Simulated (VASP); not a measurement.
Write the native input for VASP 6.6.1 that does the following.

```yaml
Task: single point
Functional: PBE
Potentials_or_basis: VASP PAW PBE potentials, release 64 (Al, N)
Cutoff: 520 eV
k_mesh: 12 × 12 × 6
Occupations: gaussian, width 0.01 eV
Spin: no spin polarisation
Dipole_correction: no
Further_INCAR_settings: ALGO = Normal; EDIFF = 1e-06; NBANDS = 16
```

The structure of AlN lies in POSCAR:

```
AlN
1.0
    2.8328531143      0.0000000000      0.0000000000
   -1.4164265572      2.4533227621      0.0000000000
    0.0000000000      0.0000000000      4.8410108420
Al N
2 2
Direct
    0.0000000000      0.0000000000      0.0000000000
    0.0000000000      0.0000000000      0.5000000000
    0.3333333333      0.6666666667      0.2500000000
    0.6666666667      0.3333333333      0.7500000000
```

These files were run (other wordings do the same):

INCAR

```
SYSTEM = AlN
PREC = Accurate
ENCUT = 520
EDIFF = 1E-6
ISMEAR = 0
SIGMA = 0.01
LREAL = .False.
LASPH = .True.
NELM = 60
ALGO = Normal
ISIF = 2
LWAVE = .False.
LCHARG = .False.
GGA = PE
NBANDS = 16
```

KPOINTS

```
regular mesh
0
Gamma
  12 12 6
  0 0 0
```

Potentials or basis: VASP PAW PBE potentials, release 64 (Al, N).

The run is started by

```sh
$ cat potpaw_PBE.64/Al/POTCAR potpaw_PBE.64/N/POTCAR > POTCAR
$ mpirun -np 1 vasp_std > vasp.out
```

Results of the run:

| Item | Value |
| --- | --- |
| Pressure | 6.0 GPa |
| Band gap on the k mesh | 4.91 eV (least direct gap 5.18 eV) |

Caveat: the cell stands under pressure.

Wall time 27 s on 1 thread of Intel(R) Xeon(R) 6975P-C (Granite Rapids) (shared host), peak memory 0.16 GiB.
